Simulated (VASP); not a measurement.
Input of a VASP 6.6.1 run:

Contents of INCAR:

```
  PREC = Accurate
  ENCUT = 520
  EDIFF = 1E-6
  ISMEAR = 0
  SIGMA = 0.05
  LREAL = False
  LASPH = True
  NELM = 100
  ALGO = Normal
  ISIF = 2
  LWAVE = False
  LCHARG = False
  GGA = PS
  NBANDS = 31
```

The input KPOINTS:

```
regular mesh
0
Gamma
  6 6 8
```

Contents of POSCAR:

```
HfO2
1.0
    4.7501094231      0.0000000000      0.0000000000
    0.0000000000      4.7501094231      0.0000000000
    0.0000000000      0.0000000000      3.1565728427
Hf O
2 4
Direct
    0.0000000000      0.0000000000      0.0000000000
    0.5000000000      0.5000000000      0.5000000000
    0.1949828631      0.8050171369      0.4732102491
    0.3050171369      0.3050171369      0.0000000000
    0.6949828631      0.6949828631      0.0000000000
    0.8050171369      0.1949828631      0.5267897509
```

Potentials or basis: VASP PAW PBE potentials, release 64 (Hf_pv, O).

The run is started by

```bash
$ cat potpaw_PBE.64/Hf_pv/POTCAR potpaw_PBE.64/O/POTCAR > POTCAR
$ mpirun -np 1 vasp_std > vasp.out
```

Problem. What does it give for the band gap on the k mesh?

Solution. 4.04 eV, direct.

Problem. What does it give for the largest force?

Solution. 1.452 eV/Å.

Problem. What does it give for the pressure?

Solution. 10.7 GPa.

Stress tensor (GPa, compression positive):
```
 9.71 -0.59  4.19
-0.59  9.71 -4.19
 4.19 -4.19 12.80
```

Caveat: the PAW data sets were made with another functional, which shifts forces and pressure a little; spin-orbit coupling is left out, which moves the levels of the heavy elements. A k mesh can miss the band edges.
